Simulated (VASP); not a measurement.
# Hf11O24 (a cell with a defect) in VASP: further runs

Hf11O24 (a cell with a defect) is run at these levels: PBE; tasks: single point.

Program: VASP 6.6.1. These are calculated values, not measurements. Logs are shortened: lines on timing, memory, paths and dates and some standing lists are left out, and cuts for length are marked.

### 1 The cell of the first run

The cell holds a defect, 35 atoms: a = 7.234 Å, b = 7.234 Å, c = 9.569 Å, α = 79.11°, β = 67.79°, γ = 60.00°.

### 2 Single point, PBE, collinear spin

File INCAR:

```
SYSTEM = Hf11O24
PREC = Accurate
ENCUT = 520
EDIFF = 1E-6
ISMEAR = 0
SIGMA = 0.05
LREAL = Auto
LASPH = .True.
NELM = 150
ALGO = Normal
ISIF = 2
LWAVE = .False.
LCHARG = .False.
ISPIN = 2
MAGMOM = 0 0 0 0 0 0 0 0 0 0 0 0.5 0 0.5 0.5 0 0 0.5 0 0 0 0 0 0 0 0 0 0 0.5 0 0 0.5 0.5 0 0.5
LORBIT = 11
LMAXMIX = 4
GGA = PE
NBANDS = 154
LUSENCCL = .False.
```

File KPOINTS:

```
regular mesh
0
Gamma
  2 2 2
  0 0 0
```

File POSCAR:

```
Hf11O24
1.0
   -5.1150000000      5.1150000000      0.0000000000
    0.0000000000      5.1150000000      5.1150000000
    2.5575000000      7.6725000000     -5.1150000000
Hf O
11 24
Direct
    0.6698065191      0.3314076067      0.3293739333
    0.3295553688      0.6696645696      0.6715861548
    0.4994670498      0.5004448233      0.0005416852
    0.1672390047      0.8361241672      0.3262376051
    0.8321227382      0.1648158995      0.6748567696
   -0.0003397189      0.5006612891      0.0003921288
    0.6708268957      0.8360624932      0.3260730129
    0.3283604867      0.1647841140      0.6749393172
    0.4994798561      0.0005975017      0.0005770994
    0.1649595413      0.3318985500      0.3386105374
    0.8342451683      0.6691962144      0.6624829212
    0.7729377430      0.3622247778      0.0918878381
    0.4603011117      0.6663044733      0.4141845245
    0.1318680710      0.0000956685      0.7360878863
    0.3164438013      0.8194862381      0.0905544428
    0.9558551355      0.1682600469      0.4197402276
    0.6314061116      0.5041243695      0.7440329724
    0.7735663610      0.8196676858      0.0907725624
    0.4568478261      0.1678040006      0.4193521142
    0.1205726696      0.5043731699      0.7440926864
    0.2865951673      0.3339179555      0.0938348728
    0.9577365414      0.6667133380      0.4173801761
    0.6314415726     -0.0067183041      0.7443801014
    0.3677000617      0.0072633860      0.2570201543
    0.0414247100      0.3340576028      0.5838195112
    0.7130119419      0.6668435133      0.9076645988
    0.8784893623      0.4970542517      0.2567291977
    0.5422724350      0.8336157574      0.5815450410
    0.2256054040      0.1819791265      0.9103182514
    0.3676204463      0.4975164898      0.2572522856
    0.0432455112      0.8332592500      0.5810700119
    0.6826788035      0.1817575800      0.9102903552
    0.8675506024      0.0006834095      0.2650380468
    0.5390232613      0.3344667564      0.5873153650
    0.2262451226      0.6383541915      0.9092723580
```

Potentials or basis: VASP PAW PBE potentials, release 64 (Hf_pv, O).

The run is started by

```bash
cat potpaw_PBE.64/Hf_pv/POTCAR potpaw_PBE.64/O/POTCAR > POTCAR
mpirun -np 1 vasp_std > vasp.out
```

OUTCAR:

```text
SYSTEM = Hf11O24
   PREC = Accurate
   ENCUT = 520
   EDIFF = 1E-6
   ISMEAR = 0
   LREAL = Auto
   LASPH = .True.
   NELM = 150
   ISIF = 2
   ISPIN = 2
   LORBIT = 11
   GGA = PE

 ion  position               nearest neighbor table
   1  0.670  0.331  0.329-  12 2.11  33 2.15  27 2.21  30 2.21  16 2.22  19 2.22  13 2.23  34 2.29
                             4 3.58   7 3.59   3 3.59   6 3.59  10 3.62  10 3.62   7 3.65   4 3.65
   2  0.330  0.670  0.672-  35 2.11  14 2.15  20 2.21  17 2.21  28 2.23  31 2.23  34 2.23  13 2.28
                             8 3.58   5 3.58   6 3.59   3 3.59  11 3.62  11 3.62   5 3.65   8 3.65
   3  0.499  0.500  0.001-  32 2.16  15 2.16  35 2.16  12 2.16  21 2.24  26 2.25  17 2.27  30 2.27
                             5 3.57   4 3.57   2 3.59   1 3.59   6 3.62   9 3.62   9 3.62   6 3.62
   4  0.167  0.836  0.326-  15 2.10  33 2.14  24 2.20  30 2.21  22 2.24  16 2.24  13 2.25  31 2.26
                             9 3.56   3 3.57   1 3.58   7 3.59  10 3.60  11 3.63  10 3.64   7 3.64
   5  0.832  0.165  0.675-  32 2.10  14 2.14  23 2.20  17 2.21  25 2.24  31 2.24  34 2.25  16 2.26
                             9 3.56   3 3.57   2 3.58   8 3.59  11 3.60  10 3.63  11 3.64   8 3.64
   6  1.000  0.501  0.000-  29 2.16  18 2.16  35 2.16  12 2.16  26 2.24  21 2.25  20 2.27  27 2.27
                             7 3.57   8 3.57   2 3.59   1 3.59   3 3.62   9 3.62   9 3.62   3 3.62
   7  0.671  0.836  0.326-  18 2.09  33 2.14  24 2.20  27 2.21  22 2.24  19 2.24  13 2.25  28 2.26
                             9 3.56   6 3.57   1 3.59   4 3.59  10 3.60  11 3.63  10 3.64   4 3.64
   8  0.328  0.165  0.675-  29 2.10  14 2.14  23 2.20  20 2.21  28 2.23  25 2.23  34 2.25  19 2.26
                             9 3.56   6 3.57   2 3.58   5 3.59  11 3.60  10 3.63  11 3.64   5 3.64
   9  0.499  0.001  0.001-  15 2.16  29 2.16  18 2.16  32 2.16  21 2.25  26 2.25  23 2.27  24 2.27
[... 15 lines left out ...]
  22  0.958  0.667  0.417-  11 2.17  10 2.21   7 2.24   4 2.24
  23  0.631  0.993  0.744-  11 2.16   5 2.20   8 2.20   9 2.27
  24  0.368  0.007  0.257-  10 2.16   4 2.20   7 2.20   9 2.27
  25  0.041  0.334  0.584-  10 2.17  11 2.21   8 2.23   5 2.24
  26  0.713  0.667  0.908-  11 2.17   6 2.24   3 2.25   9 2.25
  27  0.878  0.497  0.257-  10 2.18   7 2.21   1 2.21   6 2.27
  28  0.542  0.834  0.582-  11 2.20   2 2.23   8 2.23   7 2.26
  29  0.226  0.182  0.910-   8 2.10   6 2.16   9 2.16
  30  0.368  0.498  0.257-  10 2.18   4 2.21   1 2.21   3 2.27
  31  0.043  0.833  0.581-  11 2.20   2 2.23   5 2.24   4 2.26
  32  0.683  0.182  0.910-   5 2.10   3 2.16   9 2.16
  33  0.868  0.001  0.265-   4 2.14   7 2.14   1 2.15
  34  0.539  0.334  0.587-   2 2.23   8 2.25   5 2.25   1 2.29
  35  0.226  0.638  0.909-   2 2.11   6 2.16   3 2.16

  LATTYP: Found a face centered orthorhombic cell.
 ALAT       =     7.2337023715
 B/A-ratio  =     1.7320508076
 C/A-ratio  =     2.4494897428

  Lattice vectors:

 A1 = (   7.6725000000,   7.6725000000,   0.0000000000)
 A2 = (   2.5575000000,   7.6725000000,  -5.1150000000)
 A3 = (   0.0000000000,   5.1150000000,   5.1150000000)

Analysis of symmetry for initial positions (statically):
=====================================================================
 Subroutine PRICEL returns:
 Original cell was already a primitive cell.

 Routine SETGRP: Setting up the symmetry group for a
 face centered orthorhombic supercell.

 Subroutine GETGRP returns: Found  1 space group operations
 (whereof  1 operations were pure point group operations)
 out of a pool of  8 trial point group operations.

The static configuration has the point symmetry C_1 .

Analysis of symmetry for dynamics (positions and initial velocities):
=====================================================================
 Subroutine PRICEL returns:
 Original cell was already a primitive cell.

 Routine SETGRP: Setting up the symmetry group for a
 face centered orthorhombic supercell.

 Subroutine GETGRP returns: Found  1 space group operations
[... 49 lines left out ...]
  ---------------------------------------------------
  free energy    TOTEN  =      -337.60269250 eV

  energy without entropy =     -337.58356354  energy(sigma->0) =     -337.59312802

 E-fermi :   2.9680     XC(G=0): -11.3585

 val. band max:        2.9618664978   @ k =   0.0000   0.0000   0.5000
 cond. band min:       2.9738636166   @ k =   0.5000   0.5000   0.5000
 fundamental gap:      0.0119971188
 Fermi energy:         2.9679585386

 spin component 1

 k-point     1 :       0.0000    0.0000    0.0000
  band No.  band energies     occupation
      1     -26.7498      1.00000
      2     -26.7168      1.00000
      3     -26.7158      1.00000
      4     -26.7082      1.00000
      5     -26.6925      1.00000
      6     -26.6895      1.00000
[... 1125 lines left out ...]
    138       8.0636      0.00000
    139       8.1151      0.00000
 Fermi energy:         2.9679585386

 spin component 2

 k-point     1 :       0.0000    0.0000    0.0000
  band No.  band energies     occupation
      1     -26.7487      1.00000
      2     -26.7162      1.00000
      3     -26.7142      1.00000
      4     -26.7060      1.00000
      5     -26.6909      1.00000
      6     -26.6875      1.00000
[... 1125 lines left out ...]
    138       8.0637      0.00000
    139       8.1113      0.00000
 [bands above 139 left out]

------------------------ aborting loop because EDIFF is reached ----------------------------------------

  FORCE on cell =-STRESS in cart. coord.  units (eV):
  Direction    XX          YY          ZZ          XY          YZ          ZX
  --------------------------------------------------------------------------------------
  -------------------------------------------------------------------------------------
  Total       -6.6890976     -6.6410109     -7.5136888      0.2217923      0.2182828      0.2290169
  in kB      -26.6943868    -26.5024856    -29.9851079      0.8851134      0.8711077      0.9139448
  external PRESSURE =     -27.7273268 kB  Pullay stress =       0.0000000 kB

 VOLUME and BASIS-vectors are now :
 -----------------------------------------------------------------------------
  energy-cutoff  :      520.00
  volume of cell :      401.47
      direct lattice vectors                 reciprocal lattice vectors
    -5.115000000  5.115000000  0.000000000    -0.162919518  0.032583904 -0.032583904
     0.000000000  5.115000000  5.115000000     0.065167807  0.065167807  0.130335614
     2.557500000  7.672500000 -5.115000000     0.065167807  0.065167807 -0.065167807

 POSITION                                       TOTAL-FORCE (eV/Angst)
 -----------------------------------------------------------------------------------
     -2.58369      7.64833      0.01040         0.041764      0.041000      0.017222
      0.03191     10.26375     -0.00983        -0.036982     -0.040891     -0.025363
     -2.55339      5.11871      2.55700        -0.005382      0.002292      0.001258
     -0.02107      7.63526      2.60807        -0.037104      0.033629      0.001146
     -2.53036     10.27718     -2.60886         0.041752     -0.036308      0.003908
     -5.11226      7.67715      2.55888         0.006450     -0.001026     -0.006239
[... 27 lines left out ...]
     -1.25504      8.97408     -1.29332         0.022510      0.026714      0.015400
      1.16822     11.39882     -1.38575        -0.041976     -0.040633     -0.025570
 -----------------------------------------------------------------------------------
    total drift:                                0.005358      0.004862     -0.000916

  FREE ENERGIE OF THE ION-ELECTRON SYSTEM (eV)
  ---------------------------------------------------
  free  energy   TOTEN  =      -337.6026924978 eV

  energy  without entropy=     -337.5835635447  energy(sigma->0) =     -337.59312802

 total charge

# of ion       s       p       d       tot
------------------------------------------
    1        0.292   6.560   1.356   8.208
    2        0.292   6.560   1.356   8.207
    3        0.288   6.555   1.346   8.189
    4        0.293   6.565   1.368   8.225
    5        0.293   6.564   1.367   8.224
    6        0.288   6.555   1.346   8.189
[... 27 lines left out ...]
   34        1.565   3.489   0.000   5.054
   35        1.572   3.459   0.000   5.031
--------------------------------------------------
tot         40.866 156.018  15.010 211.893

 magnetization (x)

# of ion       s       p       d       tot
------------------------------------------
    1        0.001   0.001   0.006   0.008
    2        0.001   0.001   0.006   0.008
    3        0.001   0.001   0.008   0.009
    4        0.001   0.001   0.006   0.007
    5        0.001   0.001   0.006   0.007
    6        0.001   0.001   0.008   0.009
[... 27 lines left out ...]
   34       -0.000  -0.011   0.000  -0.011
   35       -0.002  -0.093   0.000  -0.094
--------------------------------------------------
tot         -0.010  -0.971   0.058  -0.924
```

Run time: 5.4 min. Hardware: 1 × NVIDIA H100 80GB with 1 thread of AMD EPYC 7R13 (Zen 3), shared host; peak memory 1.9 GiB.

Results:

- Free energy: -337.6027 eV
- Pressure: -2.8 GPa
- Largest force: 0.071 eV/Å
- Net moment: -1.10 μB per cell
- Site moments: Hf +0.01, -0.00 (each value once); O -0.10, -0.01, -0.14, -0.06, -0.02, -0.03, -0.09 (each value once) μB
- Valence electrons inside the program's atomic spheres: Hf 8.21, 8.19, 8.22, 8.30 (each value once); O 5.03, 5.05, 5.02, 5.04, 5.07, 5.08, 5.09 (each value once)

Forces on the atoms (eV/Å):
```
Hf   0.042  0.041  0.017
Hf  -0.037 -0.041 -0.025
Hf  -0.005  0.002  0.001
Hf  -0.037  0.034  0.001
Hf   0.042 -0.036  0.004
Hf   0.006 -0.001 -0.006
Hf   0.036 -0.029 -0.001
Hf  -0.037  0.044  0.007
Hf  -0.005  0.001  0.004
Hf  -0.010 -0.014 -0.005
Hf   0.007  0.011  0.003
O    0.045  0.045  0.032
O   -0.029 -0.031 -0.017
O   -0.024 -0.019  0.032
O   -0.039  0.035 -0.033
O    0.008 -0.038  0.020
O   -0.014 -0.003  0.008
O    0.039 -0.041 -0.032
O   -0.033  0.003  0.020
O    0.000 -0.013  0.003
O   -0.018 -0.013  0.009
O    0.026  0.020 -0.016
O   -0.002 -0.003  0.006
O    0.003  0.005  0.000
O   -0.022 -0.015  0.012
O    0.015  0.010 -0.009
O   -0.006  0.007  0.000
O    0.032  0.004 -0.025
O   -0.042  0.031  0.034
O    0.009 -0.006 -0.002
O   -0.001  0.039 -0.025
O    0.041 -0.038  0.028
O    0.029  0.025 -0.035
O    0.023  0.027  0.015
O   -0.042 -0.041 -0.026
```

Caveat: the k points lie up to 0.53 Å⁻¹ apart; spin-orbit coupling is left out, which moves the levels of the heavy elements.

[end of part 1 of 2]
